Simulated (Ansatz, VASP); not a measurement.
One calculation of Hg, two programs

Contents of INCAR:

```
PREC = Accurate
ENCUT = 600
EDIFF = 1E-6
ISMEAR = 0
SIGMA = 0.1
LREAL = False
LASPH = True
NELM = 80
ALGO = Normal
ISIF = 3
LWAVE = False
LCHARG = False
GGA = PE
IBRION = 2
NSW = 100
EDIFFG = -0.005
```

Contents of KPOINTS:

```
regular mesh
0
Gamma
  12 12 12
```

The input POSCAR:

```
Hg
1.0
    2.0787585759      1.2001718234      1.9690393383
   -2.0787585759      1.2001718234      1.9690393383
    0.0000000000     -2.4003436467      1.9690393384
Hg
1
Direct
    0.0000000000      0.0000000000      0.0000000000
```

Input for Ansatz:

```yaml
crystal:
  lattice:
    - [2.0787585759, 1.2001718234, 1.9690393383]
    - [-2.0787585759, 1.2001718234, 1.9690393383]
    - [0.0, -2.4003436467, 1.9690393384]
  atoms:
    - { symbol: Hg, position: [0.0, 0.0, 0.0] }
basis:
  ecutwfc: 420
kpoints:
  mp_grid: { grid: [12, 12, 12] }
hamiltonian:
  xc: pbe
scf:
  occupations: { method: gaussian, width: 0.1 }
output:
  forces: true
  stress: true
  eigenvalues: true
  write_density: true
  write_potential: true
  elf: true
  volumetric_format: npy
relax:
  adjacent_minimum: "off"
  f_tol: 0.005
  max_steps: 80
  cell: { stress_tol: 0.05 }
```

Alike in both runs: task relaxation of cell and atoms; functional PBE; k mesh 12 × 12 × 12; occupations gaussian, width 0.1 eV; no spin polarisation.

|  | VASP | Ansatz |
| --- | --- | --- |
| version | VASP 6.6.1 | Ansatz 0.2.0 |
| potentials or method | VASP PAW PBE potentials, release 64 (Hg), cutoff 600 eV | scalar-relativistic, plane waves, PAW |
| valence electrons in the cell | 12 | 20 |

```tsv
	VASP	Ansatz	Ansatz less VASP
gap on the k mesh at the Fermi level, each at its own relaxed structure (eV)	none	none	-
relaxed volume (Å³/atom)	29.90	29.51	-0.386
relaxed length of the cell vector where the two differ most in proportion (Å)	3.112	3.099	-0.0131
```

A gap of «none» marks a metal or a gap that the smearing closes. VASP's potentials hold 12 valence electrons a cell and Ansatz's 20, so a difference there can come from the potentials and not from the codes.

Spin-orbit coupling is off throughout.
